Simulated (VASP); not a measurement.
# AlInSbN2 (Pmm2) in VASP: further runs

AlInSbN2 is run at these levels: PBE; tasks: single point.

Everything below comes from runs of VASP 6.6.1. Logs are shortened: lines on timing, memory, paths and dates and some standing lists are left out, and cuts for length are marked.

## Step 1: The cell of the first run

Symmetry: Pmm2, No. 25, orthorhombic system. The conventional cell has a = 2.926 Å, b = 5.358 Å, c = 11.091 Å, α = 90.00°, β = 90.00°, γ = 90.00°. Al (site symmetry mm2) has 1 Sb at 2.88 Å and 2 Al at 2.93 Å and 2 In at 2.94 Å within 3.8 Å. Within 3.9 Å of In (site symmetry mm2) lie 2 In at 2.93 Å and 2 Al at 2.94 Å and 2 Sb at 3.15 Å. Within 3.8 Å of Sb (site symmetry mm2) lie 1 Al at 2.88 Å and 2 Sb at 2.93 Å and 2 In at 3.15 Å. N (site symmetry mm2) has 1 N at 1.10 Å within 1.5 Å. N (site symmetry mm2) has 1 N at 1.10 Å within 1.5 Å.

The cell was generated, and may not be a known phase.

## Step 2: Single point, PBE

INCAR reads:

```
SYSTEM = AlInSbN2
ALGO = Normal ; EDIFF = 1E-6
ENCUT = 700 ; GGA = PE
GGA_COMPAT = .FALSE. ; ISIF = 2
ISMEAR = 0 ; LASPH = .TRUE.
LCHARG = .FALSE. ; LREAL = .FALSE.
LWAVE = .FALSE. ; NBANDS = 28
NELM = 120 ; PREC = Accurate
SIGMA = 0.1
```

KPOINTS reads:

```
k-points
0
G
  12 8 4
  0 0 0
```

POSCAR reads:

```
AlInSbN2
1.0
    2.9260235498      0.0000000000      0.0000000000
    0.0000000000      5.3577557151      0.0000000000
    0.0000000000      0.0000000000     11.0909331439
Al In Sb N
1 1 1 2
Direct
    0.0000000000      0.5000000000      0.4115864036
    0.0000000000      0.0000000000      0.5208190491
    0.0000000000      0.5000000000      0.6708871748
    0.0000000000      0.0000000000      0.1009482872
    0.0000000000      0.0000000000      1.0016067854
```

Potentials or basis: VASP PAW PBE potentials, release 64 (Al, In_d, Sb_d_GW, N).

Launch:

```bash
$ cat potpaw_PBE.64/Al/POTCAR potpaw_PBE.64/In_d/POTCAR potpaw_PBE.64/Sb_d_GW/POTCAR potpaw_PBE.64/N/POTCAR > POTCAR
$ mpirun -np 1 vasp_std > vasp.out
```

OUTCAR:

```text
SYSTEM = AlInSbN2
   EDIFF = 1E-6
   ENCUT = 700
   GGA = PE
   ISIF = 2
   ISMEAR = 0
   LASPH = .TRUE.
   LREAL = .FALSE.
   NELM = 120
   PREC = Accurate

 ion  position               nearest neighbor table
   1  0.000  0.500  0.412-   3 2.88   2 2.94   2 2.94
   2  0.000  0.000  0.521-   1 2.94   1 2.94   3 3.15   3 3.15
   3  0.000  0.500  0.671-   1 2.88   2 3.15   2 3.15
   4  0.000  0.000  0.101-   5 1.10
   5  0.000  0.000  0.002-   4 1.10

  LATTYP: Found a simple orthorhombic cell.
 ALAT       =     2.9260235498
 B/A-ratio  =     1.8310706062
 C/A-ratio  =     3.7904456185

  Lattice vectors:

 A1 = (   2.9260235498,   0.0000000000,   0.0000000000)
 A2 = (   0.0000000000,   5.3577557151,   0.0000000000)
 A3 = (   0.0000000000,   0.0000000000,  11.0909331439)

Analysis of symmetry for initial positions (statically):
=====================================================================
 Subroutine PRICEL returns:
 Original cell was already a primitive cell.

 Routine SETGRP: Setting up the symmetry group for a
 simple orthorhombic supercell.

 Subroutine GETGRP returns: Found  4 space group operations
 (whereof  4 operations were pure point group operations)
 out of a pool of  8 trial point group operations.

The static configuration has the point symmetry C_2v.

Analysis of symmetry for dynamics (positions and initial velocities):
=====================================================================
 Subroutine PRICEL returns:
 Original cell was already a primitive cell.

 Routine SETGRP: Setting up the symmetry group for a
 simple orthorhombic supercell.

 Subroutine GETGRP returns: Found  4 space group operations
 (whereof  4 operations were pure point group operations)
 out of a pool of  8 trial point group operations.

The dynamic configuration has the point symmetry C_2v.

 Subroutine INISYM returns: Found  4 space group operations
 (whereof  4 operations are pure point group operations),
 and found     1 'primitive' translations

----------------------------------------------------------------------------------------

                                     Primitive cell

  volume of cell :     173.8717

  direct lattice vectors                    reciprocal lattice vectors
     2.926023550  0.000000000  0.000000000     0.341760749  0.000000000  0.000000000
     0.000000000  5.357755715  0.000000000     0.000000000  0.186645314  0.000000000
     0.000000000  0.000000000 11.090933144     0.000000000  0.000000000  0.090163739

  length of vectors
     2.926023550  5.357755715 11.090933144     0.341760749  0.186645314  0.090163739

  position of ions in fractional coordinates (direct lattice)
     0.000000000  0.500000000  0.411586404
     0.000000000  0.000000000  0.520819049
     0.000000000  0.500000000  0.670887175
     0.000000000  0.000000000  0.100948287
     0.000000000  0.000000000  0.001606785

  ion indices of the primitive-cell ions
   primitive index   ion index
                 1           1
                 2           2
                 3           3
                 4           4
                 5           5

----------------------------------------------------------------------------------------

 KPOINTS: k-points

Automatic generation of k-mesh.
 Grid dimensions read from file:
 generate k-points for:   12    8    4

 Generating k-lattice:

  Cartesian coordinates                     Fractional coordinates (reciprocal lattice)
     0.028480062  0.000000000  0.000000000     0.083333333  0.000000000  0.000000000
     0.000000000  0.023330664  0.000000000     0.000000000  0.125000000  0.000000000
     0.000000000  0.000000000  0.022540935     0.000000000  0.000000000  0.250000000

  Length of vectors
     0.028480062  0.023330664  0.022540935

  Shift w.r.t. Gamma in fractional coordinates (k-lattice)
     0.000000000  0.000000000  0.000000000

 Subroutine IBZKPT returns following result:
 ===========================================

 Found    105 irreducible k-points:

 Following reciprocal coordinates:
            Coordinates               Weight
  0.000000  0.000000  0.000000      1.000000
  0.083333  0.000000  0.000000      2.000000
  0.166667  0.000000  0.000000      2.000000
  0.250000  0.000000  0.000000      2.000000
  0.333333  0.000000  0.000000      2.000000
  0.416667  0.000000  0.000000      2.000000
[... 16 lines left out ...]
  0.083333  0.375000  0.000000      4.000000
  0.166667  0.375000  0.000000      4.000000
 [... further k-points ...]
   k-points           NKPTS =    105   k-points in BZ     NKDIM =    105   number of bands    NBANDS=     28
   number of dos      NEDOS =    301   number of ions     NIONS =      5
   total plane-waves  NPLWV = 129024
   dimension x,y,z NGX =    28 NGY =   48 NGZ =   96
   dimension x,y,z NGXF=    56 NGYF=   96 NGZF=  192
   ions per type =               1   1   1   2
   NGX,Y,Z   is equivalent  to a cutoff of  15.91, 14.89, 14.39 a.u.
   NGXF,Y,Z  is equivalent  to a cutoff of  31.82, 29.79, 28.78 a.u.
 SYSTEM =  AlInSbN2
   PREC   = accura    normal or accurate (medium, high low for compatibility)
   ISTART =      0    job   : 0-new  1-cont  2-samecut
   ICHARG =      2    charge: 1-file 2-atom 10-const
   ISPIN  =      1    spin polarized calculation?
   LNONCOLLINEAR =      F non collinear calculations
   LSORBIT =      F    spin-orbit coupling
   LASPH  =      T    aspherical Exc in radial PAW
   ENCUT  =  700.0 eV  51.45 Ry    7.17 a.u.   6.31 11.56 23.93*2*pi/ulx,y,z
   NELM   =    120;   NELMIN=  2; NELMDL= -5     # of ELM steps
   EDIFF  = 0.1E-05   stopping-criterion for ELM
   LREAL  =      F    real-space projection
   EDIFFG = 0.1E-04   stopping-criterion for IOM
   NSW    =      0    number of steps for IOM
   IBRION =     -1    ionic relax: 0-MD 1-quasi-New 2-CG
   NFREE  =      0    steps in history (QN), initial steepest desc. (CG)
   ISIF   =      2    stress and relaxation
   ISYM   =      2    0-nonsym 1-usesym 2-fastsym
   POTIM  = 0.5000    time-step for ionic-motion
   TEBEG  =    0.0;   TEEND  =   0.0 temperature during run
   PSTRESS=    0.0 pullay stress
   NELECT =      41.0000    total number of electrons
   NUPDOWN=      -1.0000    fix difference up-down
   EMIN   =  10.00;   EMAX   =-10.00  energy-range for DOS
   EFERMI =   0.00;   METHOD = LEGACY
   ISMEAR =     0;   SIGMA  =   0.10  broadening in eV -4-tet -1-fermi 0-gaus
   EFERMI_NEDOS =   21; number of points for ismear=-14 and -15
   IALGO  =     38    algorithm
   IMIX   =      4    mixing-type and parameters
     AMIX     =   0.40;   BMIX     =  1.00
     AMIX_MAG =   1.60;   BMIX_MAG =  1.00
  volume/ion in A,a.u.               =      34.77       234.67
  Fermi-wavevector in a.u.,A,eV,Ry     =   1.011408  1.911285 13.918035  1.022947
  Thomas-Fermi vector in A             =   2.144456
   LORBIT       =      0    0 simple, 1 ext, 2 COOP (PROOUT), +10 PAW based schemes
   GGA     = PE    functional components
   LHFCALC =     F    Hartree Fock is set to
   AEXX    =    0.0000 exact exchange contribution
   IVDW    =     0    specifies the selected vdW correction
   LEPSILON=     F    determine dielectric tensor
   LRPA    =     F    only Hartree local field effects (RPA)
 non-spin polarized calculation
 Gauss-broadening in eV      SIGMA  =   0.10
  energy-cutoff  :      700.00
  volume of cell :      173.87
 maximum number of plane-waves:      7348
 NGX is ok and might be reduce to    28
   NGX = 13   NGY = 23   NGZ = 47

 number of electron      40.9999994 magnetization

 Free energy of the ion-electron system (eV)
  ---------------------------------------------------
  ext. energy  EPLUGINS =         0.00000000
  ---------------------------------------------------
  free energy    TOTEN  =       -25.70137735 eV

  energy without entropy =      -25.69399485  energy(sigma->0) =      -25.69768610

 E-fermi :   1.2773     XC(G=0):  -6.9103

 val. band max:        1.2633280532   @ k =   0.4167   0.1250   0.0000
 cond. band min:       1.2930545935   @ k =   0.0833   0.0000   0.0000
 fundamental gap:      0.0297265403
 Fermi energy:         1.2773132148

 k-point     1 :       0.0000    0.0000    0.0000
  band No.  band energies     occupation
      1     -27.8268      2.00000
      2     -27.5939      2.00000
      3     -27.5844      2.00000
      4     -27.5655      2.00000
      5     -27.5626      2.00000
      6     -23.1582      2.00000
[... 20 lines left out ...]
     27       5.7967      0.00000
     28       7.0117      0.00000

 k-point     2 :       0.0833    0.0000    0.0000
  band No.  band energies     occupation
      1     -27.8078      2.00000
      2     -27.6000      2.00000
      3     -27.5906      2.00000
      4     -27.5649      2.00000
      5     -27.5620      2.00000
      6     -23.1435      2.00000
[... 20 lines left out ...]
     27       5.9136      0.00000
     28       6.1672      0.00000

 k-point     3 :       0.1667    0.0000    0.0000
  band No.  band energies     occupation
      1     -27.7557      2.00000
      2     -27.6167      2.00000
      3     -27.6073      2.00000
      4     -27.5632      2.00000
      5     -27.5603      2.00000
      6     -23.1028      2.00000
[... 20 lines left out ...]
     27       5.6305      0.00000
     28       6.2600      0.00000

 k-point     4 :       0.2500    0.0000    0.0000
  band No.  band energies     occupation
      1     -27.6842      2.00000
      2     -27.6394      2.00000
      3     -27.6301      2.00000
      4     -27.5609      2.00000
      5     -27.5580      2.00000
      6     -23.0464      2.00000
[... 578 lines left out ...]
     27       6.0908      0.00000
     28       6.8756      0.00000

 k-point    23 :       0.0833    0.3750    0.0000
  band No.  band energies     occupation
      1     -27.8077      2.00000
      2     -27.6000      2.00000
      3     -27.5906      2.00000
      4     -27.5648      2.00000
      5     -27.5621      2.00000
      6     -23.1432      2.00000
[... 20 lines left out ...]
     27       6.2034      0.00000
     28       6.3879      0.00000

 k-point    24 :       0.1667    0.3750    0.0000
  band No.  band energies     occupation
      1     -27.7556      2.00000
      2     -27.6167      2.00000
      3     -27.6073      2.00000
      4     -27.5631      2.00000
      5     -27.5604      2.00000
      6     -23.1026      2.00000
[... 20 lines left out ...]
     27       5.9140      0.00000
     28       6.4424      0.00000

 [... further k-points ...]

------------------------ aborting loop because EDIFF is reached ----------------------------------------

  FORCE on cell =-STRESS in cart. coord.  units (eV):
  Direction    XX          YY          ZZ          XY          YZ          ZX
  --------------------------------------------------------------------------------------
  -------------------------------------------------------------------------------------
  Total       -0.0393867     -0.0483902      1.7610924      0.0000000      0.0000000      0.0000000
  in kB       -0.3629368     -0.4459015     16.2279594      0.0000000      0.0000000      0.0000000
  external PRESSURE =       5.1397071 kB  Pullay stress =       0.0000000 kB

 VOLUME and BASIS-vectors are now :
 -----------------------------------------------------------------------------
  energy-cutoff  :      700.00
  volume of cell :      173.87
      direct lattice vectors                 reciprocal lattice vectors
     2.926023550  0.000000000  0.000000000     0.341760749  0.000000000  0.000000000
     0.000000000  5.357755715  0.000000000     0.000000000  0.186645314  0.000000000
     0.000000000  0.000000000 11.090933144     0.000000000  0.000000000  0.090163739

 POSITION                                       TOTAL-FORCE (eV/Angst)
 -----------------------------------------------------------------------------------
      0.00000      2.67888      4.56488         0.000000      0.000000      0.000665
      0.00000      0.00000      5.77637         0.000000      0.000000     -0.002322
      0.00000      2.67888      7.44076         0.000000      0.000000      0.003380
      0.00000      0.00000      1.11961         0.000000      0.000000      1.643809
      0.00000      0.00000      0.01782         0.000000      0.000000     -1.645532
 -----------------------------------------------------------------------------------
    total drift:                               -0.000000      0.000000      0.001913

  FREE ENERGIE OF THE ION-ELECTRON SYSTEM (eV)
  ---------------------------------------------------
  free  energy   TOTEN  =       -25.7013773451 eV

  energy  without entropy=      -25.6939948526  energy(sigma->0) =      -25.69768610
```

Wall time 11 min (1 thread of Intel Xeon Platinum 8488C (Sapphire Rapids), shared host); peak memory 1.1 GiB.

What came out:

| Property | Result |
| --- | --- |
| Free energy | -25.7014 eV |
| Pressure | 0.5 GPa |
| Largest force | 1.646 eV/Å |
| Band gap on the k mesh | zero (an odd number of electrons rules out a gap without spin polarisation) |

Forces in eV/Å, atoms in the order of the input:
```
Al   0.000  0.000  0.001
In   0.000  0.000 -0.002
Sb   0.000  0.000  0.003
N    0.000  0.000  1.644
N    0.000  0.000 -1.646
```

Caveat: the standard files for N, O and F lose accuracy on very short bonds; spin-orbit coupling is left out, which moves the levels of the heavy elements; this functional lacks dispersion, which binds layers or chains, so the pressure and a relaxed spacing across them are unreliable; an odd number of electrons without spin polarisation forces a metal; a magnetic or distorted state may lie lower.

## Step 3: Single point, PBE

INCAR reads:

```
PREC     = Accurate       # precision mode
ENCUT    = 700            # plane-wave cutoff, eV
EDIFF    = 1E-6           # SCF threshold, eV
ISMEAR   = 0              # smearing method
SIGMA    = 0.1            # smearing width, eV
LREAL    = False          # projectors in reciprocal space
LASPH    = True           # aspherical terms in the spheres
NELM     = 120            # most SCF steps
ALGO     = Normal         # electronic algorithm
ISIF     = 2              # what is computed and relaxed
LWAVE    = False          # write WAVECAR
LCHARG   = False          # write CHGCAR
GGA      = PE             # functional
NBANDS   = 28             # bands
GGA_COMPAT= False
```

KPOINTS reads:

```
Automatic mesh
0
Gamma
  12 8 4
```

POSCAR is that of step 2.

Potentials or basis: VASP PAW PBE potentials, release 64 (Al, In_d, Sb_d_GW, N).

Launch:

```bash
$ cat potpaw_PBE.64/Al/POTCAR potpaw_PBE.64/In_d/POTCAR potpaw_PBE.64/Sb_d_GW/POTCAR potpaw_PBE.64/N/POTCAR > POTCAR
$ mpirun -np 1 vasp_std > vasp.out
```

Run time: 21 min. Hardware: 1 thread of AMD EPYC 7R43 (Zen 3), shared host; peak memory 1.1 GiB.

The run converged. Its results:

```yaml
Free_energy: -25.7014 eV
Pressure: 0.5 GPa
Largest_force: 1.646 eV/Å
Band_gap_on_the_k_mesh: zero (an odd number of electrons rules out a gap without spin polarisation)
```

Forces in eV/Å, atoms in the order of the input:
```
Al   0.000  0.000  0.001
In   0.000  0.000 -0.002
Sb   0.000  0.000  0.004
N    0.000  0.000  1.644
N    0.000  0.000 -1.646
```

Stress tensor (GPa, compression positive):
```
-0.04  0.00  0.00
 0.00 -0.04  0.00
 0.00  0.00  1.62
```

Levels at points of the mesh, in eV from the Fermi level:
```
           k point  band 19  band 20  band 21  band 22  band 23  band 24
(0.00, 0.00, 0.00)    -3.34    -2.20    -0.10     0.94     1.84     2.11
(0.50, 0.00, 0.00)    -1.73    -0.54     0.61     0.64     0.74     1.07
(0.00, 0.50, 0.00)    -2.49    -2.17     1.28     1.40     2.41     3.25
(0.50, 0.50, 0.00)    -2.38    -1.41    -0.90     0.58     1.01     1.06
(0.00, 0.00, 0.50)    -3.34    -2.21    -0.08     0.93     1.79     2.03
(0.50, 0.00, 0.50)    -1.73    -0.54     0.61     0.64     0.73     1.05
(0.00, 0.50, 0.50)    -2.47    -2.19     1.38     1.67     1.82     3.25
(0.50, 0.50, 0.50)    -2.37    -1.41    -0.90     0.59     0.97     1.07
```

Caveat: the standard files for N, O and F lose accuracy on very short bonds; spin-orbit coupling is left out, which moves the levels of the heavy elements; this functional lacks dispersion, which binds layers or chains, so the pressure and a relaxed spacing across them are unreliable; an odd number of electrons without spin polarisation forces a metal; a magnetic or distorted state may lie lower.

## Step 4: Single point, PBE

This run uses another cell than the first one, of 31.56 Å³/atom.

INCAR reads:

```
SYSTEM = AlInSbN2
PREC = Accurate ; ENCUT = 700
EDIFF = 1E-6 ; ISMEAR = 0
SIGMA = 0.1 ; LREAL = .False.
LASPH = .True. ; NELM = 120
ALGO = Normal ; ISIF = 2
LWAVE = .False. ; LCHARG = .True.
GGA = PE ; LELF = .True.
LVHAR = .True. ; NBANDS = 28
GGA_COMPAT = .False.
```

KPOINTS reads:

```
regular mesh
0
Gamma
  6 4 4
  0 0 0
```

POSCAR reads:

```
AlInSbN2
1.0
    2.9661146981      0.0000000000      0.0000000000
    0.0000000000      5.2321208876      0.0000000000
    0.0000000000      0.0000000000     10.1678153288
Al In Sb N
1 1 1 2
Direct
    0.0000000000      0.5000000000      0.3994909092
    0.0000000000      0.0000000000      0.5286698459
    0.0000000000      0.5000000000      0.6843780944
    0.0000000000      0.0000000000      0.1008576963
    0.0000000000      0.0000000000      0.9924511543
```

Launch:

```bash
$ cat potpaw_PBE.64/Al/POTCAR potpaw_PBE.64/In_d/POTCAR potpaw_PBE.64/Sb_d_GW/POTCAR potpaw_PBE.64/N/POTCAR > POTCAR
$ mpirun -np 1 vasp_std > vasp.out
```

Run time: 2.5 min. Hardware: 1 thread of AMD EPYC 9R45 (Zen 5), shared host; peak memory 0.54 GiB.

Results (log left out):

* Free energy: -25.8242 eV
* Pressure: 0.6 GPa
* Largest force: 1.633 eV/Å
* Band gap on the k mesh: zero (an odd number of electrons rules out a gap without spin polarisation)

Forces in eV/Å, atoms in the order of the input:
```
Al   0.000  0.000  0.004
In   0.000  0.000 -0.001
Sb   0.000  0.000 -0.002
N    0.000  0.000  1.632
N    0.000  0.000 -1.633
```

Stress tensor (GPa, compression positive):
```
-0.10  0.00  0.00
 0.00 -0.09  0.00
 0.00  0.00  2.04
```

Levels at points of the mesh, in eV from the Fermi level:
```
           k point  band 18  band 19  band 20  band 21  band 22  band 23
(0.00, 0.00, 0.00)    -3.66    -3.30    -1.95     0.08     0.96     1.98
(0.50, 0.00, 0.00)    -3.32    -1.64    -0.69     0.44     0.66     0.87
(0.00, 0.50, 0.00)    -5.80    -2.47    -2.10     1.26     1.74     2.82
(0.50, 0.50, 0.00)    -3.42    -2.46    -1.48    -0.87     0.42     0.92
(0.00, 0.00, 0.50)    -3.65    -3.31    -1.97     0.14     0.91     1.82
(0.50, 0.00, 0.50)    -3.30    -1.63    -0.69     0.45     0.67     0.86
(0.00, 0.50, 0.50)    -5.79    -2.44    -2.14     1.69     1.82     1.94
(0.50, 0.50, 0.50)    -3.42    -2.45    -1.48    -0.87     0.44     0.82
```

Caveat: the standard files for N, O and F lose accuracy on very short bonds; spin-orbit coupling is left out, which moves the levels of the heavy elements; this functional lacks dispersion, which binds layers or chains, so the pressure and a relaxed spacing across them are unreliable; an odd number of electrons without spin polarisation forces a metal; a magnetic or distorted state may lie lower.

The gap in the log of VASP goes by the Fermi energy; the results here count the filled bands.